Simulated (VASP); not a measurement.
A run of VASP 6.6.1 is set up as follows.

INCAR

```
SYSTEM = Si
  ALGO = Normal
  DIPOL = 0.5 0.5 0.494
  EDIFF = 1E-6
  ENCUT = 520
  GGA = PE
  IDIPOL = 3
  ISIF = 2
  ISMEAR = 0
  LASPH = .TRUE.
  LCHARG = .FALSE.
  LDIPOL = .TRUE.
  LREAL = .FALSE.
  LWAVE = .FALSE.
  NBANDS = 13
  NELM = 60
  PREC = Accurate
  SIGMA = 0.1
```

File KPOINTS:

```
k-points
0
G
  6 6 1
  0 0 0
```

POSCAR

```
Si
1.0
    2.6233530000      0.0000000000      0.0000000000
    0.0000000000      2.6233530000      0.0000000000
    0.0000000000      0.0000000000     19.0000000000
Si
3
Direct
    0.5000000000      0.5000000000      0.6083310600
    0.5000000000      0.5000000000      0.4832796100
    0.5000000000      0.5000000000      0.3916689400
```

Potentials or basis: VASP PAW PBE potentials, release 64 (Si).

Launch:

```bash
$ cat potpaw_PBE.64/Si/POTCAR > POTCAR
$ mpirun -np 1 vasp_std > vasp.out
```

Q: Estimate the band gap on the k mesh.

A: Zero (bands 6 and 7 overlap by 4.42 eV).

Q: Estimate the largest force.

A: 18.456 eV/Å.

Forces in eV/Å, atoms in the order of the input:
```
Si    0.000   0.000  -0.274
Si    0.000   0.000  18.456
Si    0.000   0.000 -18.182
```

Caveat: the k points lie up to 0.40 Å⁻¹ apart, too coarse for converged energies and pressures of a metal.
